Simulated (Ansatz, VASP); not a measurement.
Two plane-wave programs on BN

```xyz
4
Lattice="0.0000 -1.8124 -1.8124 -1.8124 0.0000 -1.8124 1.8124 1.8124 -3.6248" Properties=species:S:1:pos:R:3 pbc="T T T"
B    -0.0217   -0.0075   -0.0292
B     0.0217    0.0075   -3.5956
N     0.8840    0.8986   -4.5609
N    -0.8840   -0.8986   -4.5011
```

Change from the starting cell: mode 4 frozen in at -0.034 Å and mode 5 at -0.017 Å (largest displacements).

Alike in both runs: task single point; functional PBE; k mesh 6 × 6 × 6; occupations gaussian, width 0.05 eV; no spin polarisation.

```csv
,VASP,Ansatz
version,VASP 6.6.1,Ansatz 0.2.0
potentials or method,"VASP PAW PBE potentials, release 64 (B, N), cutoff 520 eV","scalar-relativistic, plane waves, PAW"
valence electrons in the cell,16,16
```

|  | VASP | Ansatz | Ansatz less VASP |
| --- | --- | --- | --- |
| gap on the k mesh at the Fermi level (eV) | 4.42 | 4.43 | +0.011 |
| least direct gap on the mesh (eV) | 6.35 | 6.37 | +0.013 |
| pressure (GPa) | 0.2 | 0.0 | -0.21 |
| traceless stress, the component that is largest in VASP (GPa) | 0.29 | 0.29 | 0.000 |
| rms of the force components (eV/Å) | 0.233 | 0.233 | +0.0002 |

Atom by atom the forces differ by 0.000 eV/Å (rms over components). The functional is the same, so the differences come from potentials, cutoffs and numerics.

The k mesh is coarse, so the values compare programs but aren't converged.
